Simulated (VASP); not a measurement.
The system is MnO2.

```
Mn O
1.0
     1.43789    0.83017    4.61429
    -1.43789    0.83017    4.61429
     0.00000   -1.66034    4.61429
Mn O
1 2
Direct
  0.00000 0.00000 0.00000
  0.73564 0.73564 0.73564
  0.26436 0.26436 0.26436
```

Base run:

```yaml
Program: VASP 6.6.1
Functional: PBEsol
Potentials_or_basis: VASP PAW PBE potentials, release 64 (Mn_pv, O)
Cutoff: 520 eV
k_mesh: 11 × 11 × 11
Occupations: fermi-dirac, width 0.05 eV
Spin: collinear spin, ferromagnetic start
Starting_moments: "[4.0, 0.0, 0.0] μB"
```

Its results: band gap on the k mesh 0.80 eV (least direct gap 0.87 eV); pressure -4.9 GPa; net moment 3.00 μB per cell; site moments Mn +2.86; O +0.03 μB; largest force 0.356 eV/Å.

**Question.** The run is repeated on the same cell with these changes: functional from PBEsol to LDA; potentials or basis from VASP PAW PBE potentials, release 64 (Mn_pv, O) to VASP PAW LDA potentials, release 64 (Mn_pv, O). What comes out?

**Answer.** Band gap on the k mesh 0.42 eV (least direct gap 0.47 eV); pressure -11.6 GPa; net moment 3.00 μB per cell; site moments Mn +2.80; O +0.05 μB; largest force 0.727 eV/Å.

Caveats: the cell stands under tension; an odd mesh through Γ misses points on the zone boundary, where band edges can lie; a cell with one magnetic atom can't hold antiferromagnetic order, which such compounds often take; the PAW data sets were made with another functional, which shifts forces and pressure a little (at least some runs).
